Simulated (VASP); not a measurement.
# Al32Cu (a cell with a defect) in VASP: notebook

Al32Cu (a cell with a defect) is run at these levels: PBEsol; tasks: single point.

Program: VASP 6.6.1. These are calculated values, not measurements. Logs are shortened: lines on timing, memory, paths and dates and some standing lists are left out, and cuts for length are marked.

## Step 1: The cell of the first run

The cell holds a defect, 33 atoms: a = 8.100 Å, b = 8.100 Å, c = 8.100 Å, α = 90.00°, β = 90.00°, γ = 90.00°.

## Step 2: Single point, PBEsol

Contents of INCAR:

```
SYSTEM = Al32Cu
PREC = Accurate
ENCUT = 520
EDIFF = 1E-6
ISMEAR = -1
SIGMA = 0.05
LREAL = Auto
LASPH = .TRUE.
NELM = 100
ALGO = Normal
ISIF = 2
LWAVE = .FALSE.
LCHARG = .FALSE.
GGA = PS
NBANDS = 76
```

Contents of KPOINTS:

```
regular mesh
0
G
  2 2 2
  0 0 0
```

Contents of POSCAR:

```
Al32Cu
1.0
    8.1000000000      0.0000000000      0.0000000000
    0.0000000000      8.1000000000      0.0000000000
    0.0000000000      0.0000000000      8.1000000000
Al Cu
32 1
Direct
    0.5002863402      0.0095408161      0.0001142156
    0.7405813029      0.2506272697      0.0001189104
    0.7468768265      0.0035381209      0.2534322836
   -0.0001260534      0.0406196440     -0.0001609692
    0.2594985594      0.2506070407      0.0001148081
    0.5002971491      0.4906266891      0.0001221348
    0.7117275695      0.7498073770     -0.0001132193
    0.2531156388      0.0032649530      0.2531580177
    0.4999869345      0.2499745193      0.2527107818
    0.7463505402      0.4964962256      0.2539491159
    0.4999841716      0.0027594293      0.4999832472
    0.7474477680      0.2499936064      0.4999989647
    0.7465436348      0.0038640774      0.7465870611
   -0.0000751234      0.4625539185     -0.0000967331
    0.2897731999      0.7497657746     -0.0001410960
    0.0000847835      0.2506042494      0.2595135110
    0.2536725115      0.4967379783      0.2537141287
    0.5002878665      0.7501793190      0.2595122895
    0.0000842317      0.0095415817      0.5003739544
    0.2526880337      0.2499764672      0.4999880289
    0.5000019402      0.4975290353      0.5000062105
    0.7405837039      0.7501862806      0.5003878579
    0.2534683761      0.0036156909      0.7468415511
    0.4999979592      0.2499967876      0.7474731764
    0.7460672093      0.4962093630      0.7461086621
   -0.0001145343      0.7497581998      0.2900025575
    0.0000903242      0.4906235449      0.5003890798
    0.2594981859      0.7501792318      0.5003773608
    0.0000886890      0.2506289136      0.7405950871
    0.2539742361      0.4964275166      0.7463250639
    0.5002967322      0.7501881079      0.7406005904
   -0.0000850226      0.7498130474      0.7119536802
    0.0009207153      0.7519456234      0.0011985864
```

Potentials or basis: VASP PAW PBE potentials, release 64 (Al, Cu).

The run is started by

```
$ cat potpaw_PBE.64/Al/POTCAR potpaw_PBE.64/Cu/POTCAR > POTCAR
$ mpirun -np 1 vasp_std > vasp.out
```

OUTCAR:

```text
SYSTEM = Al32Cu
   PREC = Accurate
   ENCUT = 520
   EDIFF = 1E-6
   ISMEAR = -1
   LREAL = Auto
   LASPH = .TRUE.
   NELM = 100
   ISIF = 2
   GGA = PS

 ion  position               nearest neighbor table
   1  0.500  0.010  0.000-  15 2.71   7 2.71   2 2.76   5 2.76   9 2.82  24 2.83  13 2.86   3 2.86
                            23 2.86   8 2.87  18 2.97  31 2.97
   2  0.741  0.251  0.000-   4 2.70  14 2.71   6 2.75   1 2.76   9 2.83  24 2.83  25 2.86  10 2.86
                            13 2.87   3 2.87  16 2.97  29 2.97
   3  0.747  0.004  0.253-  12 2.82   9 2.83  11 2.83   1 2.86  18 2.86  19 2.87  16 2.87  22 2.87
                             2 2.87   4 2.92  26 2.92   7 2.92
   4  1.000  0.041  1.000-  33 2.34  29 2.70   2 2.70   5 2.70  16 2.71  13 2.92  23 2.92   3 2.92
                             8 2.92  32 3.31   7 3.32  15 3.33  26 3.33
   5  0.259  0.251  0.000-   4 2.70  14 2.71   6 2.75   1 2.76   9 2.83  24 2.83  30 2.86  17 2.86
                            23 2.87   8 2.87  16 2.97  29 2.97
   6  0.500  0.491  0.000-  15 2.70   7 2.71   2 2.75   5 2.75   9 2.83  24 2.83  25 2.86  10 2.86
                            30 2.87  17 2.87  18 2.97  31 2.97
   7  0.712  0.750  1.000-  33 2.34   6 2.71  31 2.71  18 2.71   1 2.71  25 2.92   3 2.92  10 2.92
                            13 2.92  14 3.30  32 3.30  26 3.31   4 3.32
   8  0.253  0.003  0.253-  20 2.83   9 2.83  11 2.83   1 2.87  19 2.87  18 2.87  28 2.87  16 2.87
                             5 2.87   4 2.92  26 2.92  15 2.92
   9  0.500  0.250  0.253-  10 2.82  17 2.82   1 2.82   5 2.83   3 2.83   2 2.83   6 2.83   8 2.83
[... 32 lines left out ...]
                             6 2.86   7 2.92  32 2.92  14 2.92
  26  1.000  0.750  0.290-  33 2.34  27 2.70  22 2.70  28 2.71  19 2.71  10 2.92  17 2.92   8 2.92
                             3 2.92  14 3.31   7 3.31  15 3.32   4 3.33
  27  0.000  0.491  0.500-  26 2.70  32 2.71  29 2.75  16 2.75  20 2.83  12 2.83  25 2.86  30 2.86
                            10 2.87  17 2.87  28 2.97  22 2.97
  28  0.259  0.750  0.500-  26 2.71  32 2.71  31 2.76  18 2.76  11 2.82  21 2.83  30 2.86  23 2.86
                            17 2.87   8 2.87  19 2.97  27 2.97
  29  0.000  0.251  0.741-   4 2.70  14 2.71  27 2.75  19 2.76  20 2.83  12 2.83  25 2.86  30 2.86
                            13 2.87  23 2.87   5 2.97   2 2.97
  30  0.254  0.496  0.746-  21 2.82  24 2.82  20 2.82   5 2.86  29 2.86  28 2.86  27 2.86  31 2.86
                             6 2.87  15 2.92  32 2.92  14 2.92
  31  0.500  0.750  0.741-  15 2.71   7 2.71  22 2.75  28 2.76  11 2.83  21 2.83  25 2.86  13 2.86
                            30 2.86  23 2.87   1 2.97   6 2.97
  32  1.000  0.750  0.712-  33 2.34  27 2.71  22 2.71  28 2.71  19 2.71  25 2.92  23 2.92  30 2.92
                            13 2.92  14 3.29   7 3.30  15 3.31   4 3.31
  33  0.001  0.752  0.001-   4 2.34  26 2.34  15 2.34   7 2.34  32 2.34  14 2.34

  LATTYP: Found a simple cubic cell.
 ALAT       =     8.1000000000

  Lattice vectors:

 A1 = (   8.1000000000,   0.0000000000,   0.0000000000)
 A2 = (   0.0000000000,   8.1000000000,   0.0000000000)
 A3 = (   0.0000000000,   0.0000000000,   8.1000000000)

Analysis of symmetry for initial positions (statically):
=====================================================================
 Subroutine PRICEL returns:
 Original cell was already a primitive cell.

 Routine SETGRP: Setting up the symmetry group for a
 simple cubic supercell.

 Subroutine GETGRP returns: Found  1 space group operations
 (whereof  1 operations were pure point group operations)
 out of a pool of 48 trial point group operations.

The static configuration has the point symmetry C_1 .

Analysis of symmetry for dynamics (positions and initial velocities):
=====================================================================
 Subroutine PRICEL returns:
 Original cell was already a primitive cell.

 Routine SETGRP: Setting up the symmetry group for a
 simple cubic supercell.

 Subroutine GETGRP returns: Found  1 space group operations
 (whereof  1 operations were pure point group operations)
 out of a pool of 48 trial point group operations.

The dynamic configuration has the point symmetry C_1 .

 Subroutine INISYM returns: Found  1 space group operations
 (whereof  1 operations are pure point group operations),
 and found     1 'primitive' translations

----------------------------------------------------------------------------------------

                                     Primitive cell

  volume of cell :     531.4410

  direct lattice vectors                    reciprocal lattice vectors
     8.100000000  0.000000000  0.000000000     0.123456790  0.000000000  0.000000000
     0.000000000  8.100000000  0.000000000     0.000000000  0.123456790  0.000000000
[... 87 lines left out ...]
     0.061728395  0.000000000  0.000000000     0.500000000  0.000000000  0.000000000
     0.000000000  0.061728395  0.000000000     0.000000000  0.500000000  0.000000000
     0.000000000  0.000000000  0.061728395     0.000000000  0.000000000  0.500000000

  Length of vectors
     0.061728395  0.061728395  0.061728395

  Shift w.r.t. Gamma in fractional coordinates (k-lattice)
     0.000000000  0.000000000  0.000000000

 Subroutine IBZKPT returns following result:
 ===========================================

 Found      8 irreducible k-points:

 Following reciprocal coordinates:
            Coordinates               Weight
  0.000000  0.000000  0.000000      1.000000
  0.500000  0.000000  0.000000      1.000000
  0.000000  0.500000  0.000000      1.000000
  0.000000  0.000000  0.500000      1.000000
  0.500000  0.500000  0.000000      1.000000
  0.000000  0.500000  0.500000      1.000000
  0.500000  0.000000  0.500000      1.000000
  0.500000  0.500000  0.500000      1.000000
   k-points           NKPTS =      8   k-points in BZ     NKDIM =      8   number of bands    NBANDS=     76
   number of dos      NEDOS =    301   number of ions     NIONS =     33
   total plane-waves  NPLWV = 216000
   dimension x,y,z NGX =    60 NGY =   60 NGZ =   60
   dimension x,y,z NGXF=   120 NGYF=  120 NGZF=  120
   ions per type =              32   1
   NGX,Y,Z   is equivalent  to a cutoff of  12.31, 12.31, 12.31 a.u.
   NGXF,Y,Z  is equivalent  to a cutoff of  24.63, 24.63, 24.63 a.u.
 SYSTEM =  Al32Cu
   PREC   = accura    normal or accurate (medium, high low for compatibility)
   ISTART =      0    job   : 0-new  1-cont  2-samecut
   ICHARG =      2    charge: 1-file 2-atom 10-const
   ISPIN  =      1    spin polarized calculation?
   LNONCOLLINEAR =      F non collinear calculations
   LSORBIT =      F    spin-orbit coupling
   LASPH  =      T    aspherical Exc in radial PAW
   ENCUT  =  520.0 eV  38.22 Ry    6.18 a.u.  15.06 15.06 15.06*2*pi/ulx,y,z
   NELM   =    100;   NELMIN=  2; NELMDL= -5     # of ELM steps
   EDIFF  = 0.1E-05   stopping-criterion for ELM
   LREAL  =      T    real-space projection
   EDIFFG = 0.1E-04   stopping-criterion for IOM
   NSW    =      0    number of steps for IOM
   IBRION =     -1    ionic relax: 0-MD 1-quasi-New 2-CG
   NFREE  =      0    steps in history (QN), initial steepest desc. (CG)
   ISIF   =      2    stress and relaxation
   ISYM   =      2    0-nonsym 1-usesym 2-fastsym
   POTIM  = 0.5000    time-step for ionic-motion
   TEBEG  =    0.0;   TEEND  =   0.0 temperature during run
   PSTRESS=    0.0 pullay stress
   NELECT =     107.0000    total number of electrons
   NUPDOWN=      -1.0000    fix difference up-down
   EMIN   =  10.00;   EMAX   =-10.00  energy-range for DOS
   EFERMI =   0.00;   METHOD = LEGACY
   ISMEAR =    -1;   SIGMA  =   0.05  broadening in eV -4-tet -1-fermi 0-gaus
   EFERMI_NEDOS =   21; number of points for ismear=-14 and -15
   IALGO  =     38    algorithm
   IMIX   =      4    mixing-type and parameters
     AMIX     =   0.40;   BMIX     =  1.00
     AMIX_MAG =   1.60;   BMIX_MAG =  1.00
  volume/ion in A,a.u.               =      16.10       108.68
  Fermi-wavevector in a.u.,A,eV,Ry     =   0.959513  1.813218 12.526422  0.920666
  Thomas-Fermi vector in A             =   2.088716
   LORBIT       =      0    0 simple, 1 ext, 2 COOP (PROOUT), +10 PAW based schemes
   GGA     = PS    functional components
   LHFCALC =     F    Hartree Fock is set to
   AEXX    =    0.0000 exact exchange contribution
   IVDW    =     0    specifies the selected vdW correction
   LEPSILON=     F    determine dielectric tensor
   LRPA    =     F    only Hartree local field effects (RPA)
 non-spin polarized calculation
  energy-cutoff  :      520.00
  volume of cell :      531.44
 maximum number of plane-waves:     14400
   NGX = 31   NGY = 31   NGZ = 31

 number of electron     106.9999995 magnetization

 Free energy of the ion-electron system (eV)
  ---------------------------------------------------
  ext. energy  EPLUGINS =         0.00000000
  ---------------------------------------------------
  free energy    TOTEN  =      -134.51613829 eV

  energy without entropy =     -134.39469926  energy(sigma->0) =     -134.45541878

 E-fermi :   7.7290     XC(G=0): -10.3624

 val. band max:        7.6707260943   @ k =   0.5000   0.0000   0.0000
 cond. band min:       7.7358756086   @ k =   0.0000   0.5000   0.0000
 fundamental gap:      0.0651495144
 Fermi energy:         7.7290478804

 k-point     1 :       0.0000    0.0000    0.0000
  band No.  band energies     occupation
      1      -3.1152      2.00000
      2      -1.0363      2.00000
      3      -1.0362      2.00000
      4      -0.8033      2.00000
      5      -0.7951      2.00000
      6      -0.7951      2.00000
[... 533 lines left out ...]
     64      11.1667      0.00000
     65      11.3405      0.00000
 [bands above 65 left out]

------------------------ aborting loop because EDIFF is reached ----------------------------------------

  FORCE on cell =-STRESS in cart. coord.  units (eV):
  Direction    XX          YY          ZZ          XY          YZ          ZX
  --------------------------------------------------------------------------------------
  -------------------------------------------------------------------------------------
  Total        4.3670327      4.3687604      4.3673462     -0.0056040     -0.0065223     -0.0057460
  in kB       13.1656398     13.1708485     13.1665849     -0.0168949     -0.0196633     -0.0173229
  external PRESSURE =      13.1676911 kB  Pullay stress =       0.0000000 kB

 VOLUME and BASIS-vectors are now :
 -----------------------------------------------------------------------------
  energy-cutoff  :      520.00
  volume of cell :      531.44
      direct lattice vectors                 reciprocal lattice vectors
     8.100000000  0.000000000  0.000000000     0.123456790  0.000000000  0.000000000
     0.000000000  8.100000000  0.000000000     0.000000000  0.123456790  0.000000000
     0.000000000  0.000000000  8.100000000     0.000000000  0.000000000  0.123456790

 POSITION                                       TOTAL-FORCE (eV/Angst)
 -----------------------------------------------------------------------------------
      4.05232      0.07728      0.00093         0.002147      0.016541      0.000670
      5.99871      2.03008      0.00096        -0.014430      0.003017     -0.000374
      6.04970      0.02866      2.05280        -0.006193      0.005608      0.005339
      8.09898      0.32902      8.09870        -0.000378     -0.008389      0.000094
      2.10194      2.02992      0.00093         0.015731      0.003386     -0.000531
      4.05241      3.97408      0.00099         0.002315     -0.012208      0.000239
[... 25 lines left out ...]
      8.09931      6.07349      5.76682        -0.000087      0.000117     -0.005752
      0.00746      6.09076      0.00971        -0.004355     -0.008982     -0.005448
 -----------------------------------------------------------------------------------
    total drift:                                0.010126      0.016387      0.010669

  FREE ENERGIE OF THE ION-ELECTRON SYSTEM (eV)
  ---------------------------------------------------
  free  energy   TOTEN  =      -134.5161382906 eV

  energy  without entropy=     -134.3946992597  energy(sigma->0) =     -134.45541878
```

Wall time 5.3 min (1 thread of AMD EPYC 9R45 (Zen 5), shared host); peak memory 0.55 GiB.

What came out:

```yaml
Free_energy: -134.5161 eV
Pressure: 1.3 GPa
Largest_force: 0.026 eV/Å
Band_gap_on_the_k_mesh: zero (an odd number of electrons rules out a gap without spin polarisation)
```

Forces on the atoms (eV/Å):
```
Al   0.002  0.017  0.001
Al  -0.014  0.003  0.000
Al  -0.006  0.006  0.005
Al   0.000 -0.008  0.000
Al   0.016  0.003 -0.001
Al   0.002 -0.012  0.000
Al  -0.003  0.000  0.000
Al   0.008  0.007  0.007
Al  -0.001 -0.001  0.023
Al  -0.001 -0.001 -0.001
Al  -0.001  0.023 -0.001
Al  -0.026 -0.001 -0.001
Al  -0.003  0.001 -0.003
Al   0.000 -0.010  0.001
Al  -0.004  0.000 -0.001
Al   0.000  0.003  0.016
Al   0.002 -0.004  0.002
Al   0.002  0.001  0.015
Al   0.000  0.016  0.003
Al   0.024 -0.001 -0.001
Al   0.000 -0.026  0.000
Al  -0.014  0.001  0.003
Al   0.004  0.005 -0.006
Al  -0.001 -0.001 -0.026
Al   0.002  0.001  0.002
Al   0.000 -0.001 -0.005
Al   0.000 -0.012  0.003
Al   0.015  0.001  0.002
Al   0.000  0.003 -0.014
Al  -0.002 -0.001 -0.001
Al   0.002  0.000 -0.014
Al   0.000  0.000 -0.006
Cu  -0.004 -0.009 -0.005
```

Caveat: the k points lie up to 0.39 Å⁻¹ apart, too coarse for converged energies and pressures of a metal; the PAW data sets were made with another functional, which shifts forces and pressure a little.

[end of part 1 of 2]

The gap in the log of VASP goes by the Fermi energy; the results here count the filled bands.